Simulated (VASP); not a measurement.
A run of VASP 6.6.1 is set up as follows.

INCAR

```
SYSTEM = AlNi3
ALGO = Fast ; EDIFF = 1E-7
ENCUT = 520 ; GGA = PS
ISIF = 2 ; ISMEAR = 0
LASPH = .True. ; LCHARG = .False.
LREAL = .False. ; LWAVE = .False.
NBANDS = 24 ; NELM = 60
PREC = Accurate ; SIGMA = 0.1
```

File KPOINTS:

```
k-points
0
Gamma
  1 1 1
  0 0 0
```

The input POSCAR:

```
AlNi3
1.0
    0.0000000000      2.8175098961      2.8175098961
    2.8175098961      0.0000000000      2.8175098961
    2.8175098961      2.8175098961      0.0000000000
Al Ni
1 3
Direct
    0.5000000000      0.5000000000      0.5000000000
    0.2500000000      0.2500000000      0.2500000000
    0.0000000000      0.0000000000      0.0000000000
    0.7500000000      0.7500000000      0.7500000000
```

Potentials or basis: VASP PAW PBE potentials, release 64 (Al, Ni).

Launch:

```bash
$ cat potpaw_PBE.64/Al/POTCAR potpaw_PBE.64/Ni/POTCAR > POTCAR
$ mpirun -np 1 vasp_gam > vasp.out
```

(1) What does it give for the pressure?

## Answers

(1) 0.4 GPa.

Caveat: the k points lie up to 1.93 Å⁻¹ apart; the PAW data sets were made with another functional, which shifts forces and pressure a little.
